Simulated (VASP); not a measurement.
# Ca: electric field gradients with PBE

Crystal: Ca.

```
Ca
1.0
     3.92621    0.00000    0.00000
    -1.96310    3.40020    0.00000
     0.00000    0.00000    6.43188
Ca
2
Direct
  0.33333 0.66667 0.25000
  0.66667 0.33333 0.75000
```

This cell differs from its parent crystal: volume scaled by 0.96.

```
Program                : VASP 6.6.1
Task                   : electric field gradients
Functional             : PBE
Potentials or basis    : VASP PAW PBE potentials, release 64 (Ca_sv)
Cutoff                 : 520 eV
k mesh                 : 11 × 11 × 6
Occupations            : fermi-dirac, width 0.08 eV
Spin                   : no spin polarisation
Dipole correction      : no
Further INCAR settings : ALGO = Normal; EDIFF = 1e-08; NBANDS = 17
```

```yaml
Pressure: -0.2 GPa
Band_gap_on_the_k_mesh: zero (band 10 reaches 2.12 eV, above the bottom of band 11 at 1.71 eV)
```

Stress tensor (GPa, compression positive):
```
-0.23  0.00  0.00
 0.00 -0.23  0.00
 0.00  0.00 -0.10
```

Levels at points of the mesh, in eV from the Fermi level:
```csv
k point,band 8,band 9,band 10,band 11,band 12,band 13
"(0.00, 0.00, 0.00)",-23.00,-4.04,-1.04,-0.23,2.25,2.26
"(0.00, 0.00, 0.50)",-23.02,-3.04,-3.04,1.38,1.38,2.25
```

Electric field gradients, principal values (V/Å²):
```csv
atom,least,middle,greatest (by size)
1 Ca,1.732,1.733,-3.465
2 Ca,1.732,1.733,-3.465
```

It took 60 s on 1 thread of Intel(R) Xeon(R) Platinum 8559C (Emerald Rapids), with other jobs on the host, peak memory 0.22 GiB.

Caveat: without QUAD_EFG the Cq values of the log hold for a quadrupole moment of 1 mb, not for the nuclei.
